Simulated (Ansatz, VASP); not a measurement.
## HgTe: VASP beside Ansatz

File INCAR:

```
SYSTEM = HgTe
PREC = Accurate
ENCUT = 520
EDIFF = 1E-8
ISMEAR = -1
SIGMA = 0.03
LREAL = .False.
LASPH = .True.
NELM = 80
ALGO = Normal
ISIF = 2
LWAVE = .False.
LCHARG = .False.
GGA = CA
LEFG = .True.
NBANDS = 16
```

The input KPOINTS:

```
Automatic mesh
0
Gamma
  11 11 11
  0 0 0
```

POSCAR

```
HgTe
1.0
    0.0000000000      3.2867219331      3.2867219331
    3.2867219331      0.0000000000      3.2867219331
    3.2867219331      3.2867219331      0.0000000000
Hg Te
1 1
Direct
    0.0000000000      0.0000000000      0.0000000000
    0.7500000000      0.7500000000      0.7500000000
```

Input for Ansatz:

```yaml
crystal:
  lattice:
    - [0.0, 3.2867219331, 3.2867219331]
    - [3.2867219331, 0.0, 3.2867219331]
    - [3.2867219331, 3.2867219331, 0.0]
  atoms:
    - { symbol: Hg, position: [0.0, 0.0, 0.0] }
    - { symbol: Te, position: [0.75, 0.75, 0.75] }
kpoints:
  mp_grid: { grid: [11, 11, 11] }
scf:
  occupations: { method: fermi_dirac, width: 0.03 }
hamiltonian:
  xc: lda
  pseudopotentials: { kind: all_electron, datasets: crystal }
output:
  forces: true
  stress: true
  eigenvalues: true
  efg: { contact_densities: true }
```

Change from the starting cell: volume scaled by 1.06, crystal datasets.

Alike in both runs: task electric field gradients; functional LDA; k mesh 11 × 11 × 11; occupations fermi-dirac, width 0.03 eV; no spin polarisation.

|  | VASP | Ansatz |
| --- | --- | --- |
| version | VASP 6.6.1 | Ansatz 0.2.0 |
| potentials or method | VASP PAW LDA potentials, release 64 (Hg, Te), cutoff 520 eV | all-electron PAW with datasets made for the crystal, scalar-relativistic |

Ansatz gave:

```
pressure (GPa) : -2.6
```

Task: Estimate VASP's values.

Result: Pressure (GPa): -2.4.

LDA's correlation is that of Perdew and Zunger in VASP and of Perdew and Wang (1992) in Ansatz. Ansatz ran all-electron here, and VASP with PAW potentials.

Spin-orbit coupling is off throughout.
